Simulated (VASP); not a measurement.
Input of a VASP 6.6.1 run:

The input INCAR:

```
PREC = Accurate ; ENCUT = 600
EDIFF = 1E-6 ; ISMEAR = 0
SIGMA = 0.1 ; LREAL = F
LASPH = T ; NELM = 80
ALGO = Normal ; ISIF = 3
LWAVE = F ; LCHARG = F
GGA = PE ; IBRION = 2
NSW = 90 ; EDIFFG = -0.04
```

Contents of KPOINTS:

```
Automatic mesh
0
Gamma
  8 8 6
```

File POSCAR:

```
Ga
1.0
    2.4012601700      0.0000000000      0.0000000000
    0.0000000000      2.4700946400      0.0000000000
    0.0000000000      0.0000000000      3.2373371600
Ga
1
Direct
    0.5000000000      0.5000000000      0.5000000000
```

Potentials or basis: VASP PAW PBE potentials, release 64 (Ga_d).

The run is started by

```console
$ cat potpaw_PBE.64/Ga_d/POTCAR > POTCAR
$ mpirun -np 1 vasp_std > vasp.out
```

Task: Estimate the relaxed cell.

Result: a = 2.794 Å, b = 2.785 Å, c = 2.638 Å, α = 90.00°, β = 90.00°, γ = 90.00°.

Task: Estimate the relaxed volume.

Result: 20.53 Å³/atom.

Task: Estimate the band gap on the k mesh.

Result: Zero (an odd number of electrons rules out a gap without spin polarisation).

Final structure:
```
Ga
1.0
     2.79415    0.00000    0.00000
     0.00000    2.78520    0.00000
     0.00000    0.00000    2.63817
Ga
1
Direct
  0.50000 0.50000 0.50000
```

Caveat: a cell axis changed by over 15 % at a fixed basis, so the end point is rough.
